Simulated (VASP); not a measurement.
# IrO2 (P4_2/mnm) in VASP: further runs

Runs on IrO2. Level: PBEsol. Tasks: single point.

The COD entry that gives the cell may itself be a prediction, so a difference from it is no test against experiment.

Program: VASP 6.6.1. These are calculated values, not measurements. Logs are shortened: lines on timing, memory, paths and dates and some standing lists are left out, and cuts for length are marked.

**1. The cell of the first run**

Symmetry: P4_2/mnm, No. 136, tetragonal system. The conventional cell has a = 4.505 Å, b = 4.505 Å, c = 3.159 Å, α = 90.00°, β = 90.00°, γ = 90.00°. Within 2.6 Å of Ir (site symmetry mmm) lie 6 O at 1.96 to 2.00 Å. O (site symmetry m2m) has 3 Ir at 1.96 to 2.00 Å and 1 O at 2.45 Å within 2.6 Å.

**2. Single point, PBEsol**

INCAR reads:

```
PREC = Accurate
ENCUT = 600
EDIFF = 1E-6
ISMEAR = 1
SIGMA = 0.1
LREAL = F
LASPH = T
NELM = 120
ALGO = Normal
ISIF = 2
LWAVE = F
LCHARG = F
GGA = PS
NBANDS = 30
GGA_COMPAT = F
```

KPOINTS reads:

```
regular mesh
0
Gamma
  2 2 2
```

POSCAR reads:

```
IrO2
1.0
    4.5051000000      0.0000000000      0.0000000000
    0.0000000000      4.5051000000      0.0000000000
    0.0000000000      0.0000000000      3.1586000000
Ir O
2 4
Direct
    0.0000000000      0.0000000000      0.0000000000
    0.5000000000      0.5000000000      0.5000000000
    0.3077000000      0.3077000000      0.0000000000
    0.1923000000      0.8077000000      0.5000000000
    0.6923000000      0.6923000000      0.0000000000
    0.8077000000      0.1923000000      0.5000000000
```

Potentials or basis: VASP PAW PBE potentials, release 64 (Ir, O).

Launch:

```sh
> cat potpaw_PBE.64/Ir/POTCAR potpaw_PBE.64/O/POTCAR > POTCAR
> mpirun -np 1 vasp_std > vasp.out
```

OUTCAR:

```text
PREC = Accurate
   ENCUT = 600
   EDIFF = 1E-6
   ISMEAR = 1
   LREAL = F
   LASPH = T
   NELM = 120
   ISIF = 2
   GGA = PS

 ion  position               nearest neighbor table
   1  0.000  0.000  0.000-   3 1.96   5 1.96   4 2.00   6 2.00   4 2.00   6 2.00
   2  0.500  0.500  0.500-   4 1.96   6 1.96   5 2.00   3 2.00   3 2.00   5 2.00
   3  0.308  0.308  0.000-   1 1.96   2 2.00   2 2.00
   4  0.192  0.808  0.500-   2 1.96   1 2.00   1 2.00
   5  0.692  0.692  0.000-   1 1.96   2 2.00   2 2.00
   6  0.808  0.192  0.500-   2 1.96   1 2.00   1 2.00

  LATTYP: Found a simple tetragonal cell.
 ALAT       =     4.5051000000
 C/A-ratio  =     0.7011165124

  Lattice vectors:

 A1 = (   4.5051000000,   0.0000000000,   0.0000000000)
 A2 = (   0.0000000000,   4.5051000000,   0.0000000000)
 A3 = (   0.0000000000,   0.0000000000,   3.1586000000)

Analysis of symmetry for initial positions (statically):
=====================================================================
 Subroutine PRICEL returns:
 Original cell was already a primitive cell.

 Routine SETGRP: Setting up the symmetry group for a
 simple tetragonal supercell.

 Subroutine GETGRP returns: Found 16 space group operations
 (whereof  8 operations were pure point group operations)
 out of a pool of 16 trial point group operations.

The static configuration has the point symmetry D_2h.
 The point group associated with its full space group is D_4h.

Analysis of symmetry for dynamics (positions and initial velocities):
=====================================================================
 Subroutine PRICEL returns:
 Original cell was already a primitive cell.

 Routine SETGRP: Setting up the symmetry group for a
 simple tetragonal supercell.

 Subroutine GETGRP returns: Found 16 space group operations
 (whereof  8 operations were pure point group operations)
 out of a pool of 16 trial point group operations.

The dynamic configuration has the point symmetry D_2h.
 The point group associated with its full space group is D_4h.

 Subroutine INISYM returns: Found 16 space group operations
 (whereof  8 operations are pure point group operations),
 and found     1 'primitive' translations

----------------------------------------------------------------------------------------

                                     Primitive cell
[... 80 lines left out ...]
   EDIFF  = 0.1E-05   stopping-criterion for ELM
   LREAL  =      F    real-space projection
   EDIFFG = 0.1E-04   stopping-criterion for IOM
   NSW    =      0    number of steps for IOM
   IBRION =     -1    ionic relax: 0-MD 1-quasi-New 2-CG
   NFREE  =      0    steps in history (QN), initial steepest desc. (CG)
   ISIF   =      2    stress and relaxation
   ISYM   =      2    0-nonsym 1-usesym 2-fastsym
   POTIM  = 0.5000    time-step for ionic-motion
   TEBEG  =    0.0;   TEEND  =   0.0 temperature during run
   PSTRESS=    0.0 pullay stress
   NELECT =      42.0000    total number of electrons
   NUPDOWN=      -1.0000    fix difference up-down
   EMIN   =  10.00;   EMAX   =-10.00  energy-range for DOS
   EFERMI =   0.00;   METHOD = LEGACY
   ISMEAR =     1;   SIGMA  =   0.10  broadening in eV -4-tet -1-fermi 0-gaus
   EFERMI_NEDOS =   21; number of points for ismear=-14 and -15
   IALGO  =     38    algorithm
   IMIX   =      4    mixing-type and parameters
     AMIX     =   0.40;   BMIX     =  1.00
     AMIX_MAG =   1.60;   BMIX_MAG =  1.00
  volume/ion in A,a.u.               =      10.68        72.10
  Fermi-wavevector in a.u.,A,eV,Ry     =   1.421860  2.686925 27.506696  2.021685
  Thomas-Fermi vector in A             =   2.542625
   LORBIT       =      0    0 simple, 1 ext, 2 COOP (PROOUT), +10 PAW based schemes
   GGA     = PS    functional components
   LHFCALC =     F    Hartree Fock is set to
   AEXX    =    0.0000 exact exchange contribution
   IVDW    =     0    specifies the selected vdW correction
   LEPSILON=     F    determine dielectric tensor
   LRPA    =     F    only Hartree local field effects (RPA)
 non-spin polarized calculation
 Methfessel and Paxton  Order N= 1 SIGMA  =   0.10
  energy-cutoff  :      600.00
  volume of cell :       64.11
 maximum number of plane-waves:      2168
 NGX is ok and might be reduce to    36
   NGX = 17   NGY = 17   NGZ = 13

 number of electron      41.9999996 magnetization

 Free energy of the ion-electron system (eV)
  ---------------------------------------------------
  ext. energy  EPLUGINS =         0.00000000
  ---------------------------------------------------
  free energy    TOTEN  =       -45.87871188 eV

  energy without entropy =      -45.86848167  energy(sigma->0) =      -45.87530181

 E-fermi :   6.2238     XC(G=0): -12.2711

 val. band max:        5.7579232312   @ k =   0.5000   0.0000   0.0000
 cond. band min:       6.2504556698   @ k =   0.0000   0.0000   0.5000
 fundamental gap:      0.4925324386
 Fermi energy:         6.2238400682

 k-point     1 :       0.0000    0.0000    0.0000
  band No.  band energies     occupation
      1     -15.1792      2.00000
      2     -13.9512      2.00000
      3     -12.8706      2.00000
      4     -12.8706      2.00000
      5      -3.9260      2.00000
      6      -3.6800      2.00000
[... 187 lines left out ...]
     29      15.7198      0.00000
     30      15.7198      0.00000

------------------------ aborting loop because EDIFF is reached ----------------------------------------

  FORCE on cell =-STRESS in cart. coord.  units (eV):
  Direction    XX          YY          ZZ          XY          YZ          ZX
  --------------------------------------------------------------------------------------
  -------------------------------------------------------------------------------------
  Total       -1.4441254     -1.4441254     -3.3845667      0.0000000      0.0000000      0.0000000
  in kB      -36.0920872    -36.0920872    -84.5882741      0.0000000      0.0000000      0.0000000
  external PRESSURE =     -52.2574828 kB  Pullay stress =       0.0000000 kB

 VOLUME and BASIS-vectors are now :
 -----------------------------------------------------------------------------
  energy-cutoff  :      600.00
  volume of cell :       64.11
      direct lattice vectors                 reciprocal lattice vectors
     4.505100000  0.000000000  0.000000000     0.221970655  0.000000000  0.000000000
     0.000000000  4.505100000  0.000000000     0.000000000  0.221970655  0.000000000
     0.000000000  0.000000000  3.158600000     0.000000000  0.000000000  0.316595960

 POSITION                                       TOTAL-FORCE (eV/Angst)
 -----------------------------------------------------------------------------------
      0.00000      0.00000      0.00000        -0.000000      0.000000     -0.000000
      2.25255      2.25255      1.57930        -0.000000      0.000000     -0.000000
      1.38622      1.38622      0.00000         0.645872      0.645872      0.000000
      0.86633      3.63877      1.57930        -0.645872      0.645872      0.000000
      3.11888      3.11888      0.00000        -0.645872     -0.645872     -0.000000
      3.63877      0.86633      1.57930         0.645872     -0.645872     -0.000000
 -----------------------------------------------------------------------------------
    total drift:                                0.000000      0.000000     -0.000000

  FREE ENERGIE OF THE ION-ELECTRON SYSTEM (eV)
  ---------------------------------------------------
  free  energy   TOTEN  =       -45.8787118756 eV

  energy  without entropy=      -45.8684816672  energy(sigma->0) =      -45.87530181
```

Run time: 7.1 s. Hardware: 1 thread of Intel Xeon 6975P-C (Granite Rapids), shared host; peak memory 0.18 GiB.

What came out:

- Free energy: -45.8787 eV
- Pressure: -5.2 GPa
- Largest force: 0.913 eV/Å
- Band gap on the k mesh: zero (band 21 reaches 6.55 eV, above the bottom of band 22 at 5.49 eV)

Forces on the atoms (eV/Å):
```
Ir   0.000  0.000  0.000
Ir   0.000  0.000  0.000
O    0.646  0.646  0.000
O   -0.646  0.646  0.000
O   -0.646 -0.646  0.000
O    0.646 -0.646  0.000
```

Stress tensor (GPa, compression positive):
```
-3.61  0.00  0.00
 0.00 -3.61  0.00
 0.00  0.00 -8.46
```

Levels at points of the mesh, in eV from the Fermi level:
| k point | band 18 | band 19 | band 20 | band 21 | band 22 | band 23 |
| --- | --- | --- | --- | --- | --- | --- |
| (0.00, 0.00, 0.00) | -2.67 | -2.53 | -2.51 | -2.45 | 0.52 | 1.09 |
| (0.50, 0.00, 0.00) | -1.84 | -1.51 | -1.51 | -0.47 | -0.47 | 3.29 |
| (0.50, 0.50, 0.00) | -2.71 | -2.63 | -2.63 | 0.04 | 0.04 | 2.25 |
| (0.00, 0.00, 0.50) | -2.08 | -0.86 | -0.86 | 0.03 | 0.03 | 2.04 |
| (0.50, 0.00, 0.50) | -2.97 | -1.96 | -1.96 | 0.32 | 0.32 | 0.89 |
| (0.50, 0.50, 0.50) | -1.99 | -1.40 | -1.40 | -0.74 | -0.74 | 1.99 |

Caveat: the k points lie up to 0.99 Å⁻¹ apart; the PAW data sets were made with another functional, which shifts forces and pressure a little; spin-orbit coupling is left out, which moves the levels of the heavy elements.

**3. Single point, PBEsol**

INCAR reads:

```
PREC = Accurate ; ENCUT = 600
EDIFF = 1E-6 ; ISMEAR = 1
SIGMA = 0.1 ; LREAL = False
LASPH = True ; NELM = 120
ALGO = Normal ; ISIF = 2
LWAVE = False ; LCHARG = True
GGA = PS ; LELF = True
LVHAR = True ; NBANDS = 30
GGA_COMPAT = False
```

KPOINTS reads:

```
regular mesh
0
Gamma
  2 2 3
```

POSCAR is that of step 2.

Potentials or basis: VASP PAW PBE potentials, release 64 (Ir, O).

Launch:

```sh
> cat potpaw_PBE.64/Ir/POTCAR potpaw_PBE.64/O/POTCAR > POTCAR
> mpirun -np 1 vasp_std > vasp.out
```

It took 8.1 s on 1 thread of Intel Xeon 6975P-C (Granite Rapids), shared host; peak memory 0.18 GiB.

The run converged. Its results:

- Free energy: -45.4176 eV
- Pressure: -1.8 GPa
- Largest force: 0.043 eV/Å
- Band gap on the k mesh: zero (band 21 reaches 6.29 eV, above the bottom of band 22 at 5.25 eV)

Forces in eV/Å, atoms in the order of the input:
```
Ir   0.000  0.000  0.000
Ir   0.000  0.000  0.000
O   -0.030 -0.030  0.000
O    0.030 -0.030  0.000
O    0.030  0.030  0.000
O   -0.030  0.030  0.000
```

Stress tensor (GPa, compression positive):
```
-2.79  0.00  0.00
 0.00 -2.79  0.00
 0.00  0.00  0.29
```

Levels at points of the mesh, in eV from the Fermi level:
```csv
k point,band 17,band 18,band 19,band 20,band 21,band 22,band 23,band 24,band 25,band 26
"(0.00, 0.00, 0.00)",-2.61,-2.61,-2.56,-2.45,-2.44,0.54,1.08,3.92,3.93,3.93
"(0.50, 0.00, 0.00)",-1.86,-1.86,-1.45,-1.45,-0.48,-0.48,3.32,3.32,3.42,3.42
"(0.50, 0.50, 0.00)",-2.73,-2.73,-2.57,-2.57,0.04,0.04,2.29,2.29,3.92,3.92
```

Caveat: the k points lie up to 0.70 Å⁻¹ apart; the PAW data sets were made with another functional, which shifts forces and pressure a little; spin-orbit coupling is left out, which moves the levels of the heavy elements.

(Part 1 of 2 ends here.)
